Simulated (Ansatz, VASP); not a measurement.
# Ta5W3 in VASP and in Ansatz

```xyz
16
Lattice="6.5320 0.0005 0.0001 0.0003 6.5155 -0.0003 0.0001 -0.0005 6.5321" Properties=species:S:1:pos:R:3 pbc="T T T"
Ta    6.5080    6.5139    0.0242
Ta    3.2910    6.5137    0.0241
Ta    6.5078    3.2561    0.0243
Ta    6.5077   -0.0019    3.2415
Ta    3.2909    3.2559    0.0243
Ta    3.2908   -0.0021    3.2414
Ta    6.5079    3.2559    3.2413
Ta    1.6333    1.6266    4.8989
Ta    3.2909    3.2557    3.2413
Ta    1.6335    4.8843    4.8987
W     1.6333    1.6268    1.6328
W     4.8993    1.6270    1.6329
W     1.6334    4.8846    1.6327
W     4.8995    4.8848    1.6327
W     4.8994    1.6268    4.8989
W     4.8995    4.8846    4.8988
```

Alike in both runs: functional PBE; k mesh 3 × 3 × 3; occupations gaussian, width 0.1 eV; no spin polarisation.

Ansatz relaxed the structure, and its values are those at the end. VASP's run is a single point on that final structure, the one shown.

```csv
,VASP,Ansatz
version,VASP 6.6.1,Ansatz 0.2.0
potentials or method,"VASP PAW PBE potentials, release 64 (Ta_pv, W_sv), cutoff 520 eV","scalar-relativistic, plane waves, PAW"
valence electrons in the cell,194,214
```

VASP gave:

* gap on the k mesh at the Fermi level (eV): none
* pressure (GPa): 0.3
* rms of the force components (eV/Å): 0.009

Task: Estimate Ansatz's values.

Result: gap on the k mesh at the Fermi level (eV): none; pressure (GPa): 0.1; rms of the force components (eV/Å): 0.005.

A gap of «none» marks a metal or a gap that the smearing closes. VASP's potentials hold 194 valence electrons a cell and Ansatz's 214, so a difference there can come from the potentials and not from the codes.

Neither program's run includes spin-orbit coupling.
